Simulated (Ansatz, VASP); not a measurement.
**Two plane-wave programs on ScAl2N3**

```xyz
6
Lattice="7.3744 0.0000 0.0000 -3.6872 6.3864 0.0000 0.0000 0.0000 3.5256" Properties=species:S:1:pos:R:3 pbc="T T T"
Sc    0.0000    0.0000    0.0000
Al    0.0000    4.2576    0.0000
Al    3.6872    2.1288    0.0000
N     0.0000    4.2576    1.7628
N     3.6872    2.1288    1.7628
N     0.0000    0.0000    1.7628
```

Alike in both runs: functional PBE; k mesh 6 × 6 × 4; occupations gaussian, width 0.1 eV; no spin polarisation.

Ansatz relaxed the structure, and its values are those at the end. VASP's run is a single point on that final structure, the one shown.

|  | VASP | Ansatz |
| --- | --- | --- |
| version | VASP 6.6.1 | Ansatz 0.2.0 |
| potentials or method | VASP PAW PBE potentials, release 64 (Sc_sv, Al, N), cutoff 520 eV | scalar-relativistic, plane waves, PAW |
| valence electrons in the cell | 32 | 32 |

|  | VASP | Ansatz | Ansatz less VASP |
| --- | --- | --- | --- |
| gap on the k mesh at the Fermi level (eV) | none | none | - |
| pressure (GPa) | 0.2 | 0.1 | -0.16 |

A gap of «none» marks a metal or a gap that the smearing closes.

The k mesh is coarse, so the values compare programs but aren't converged.
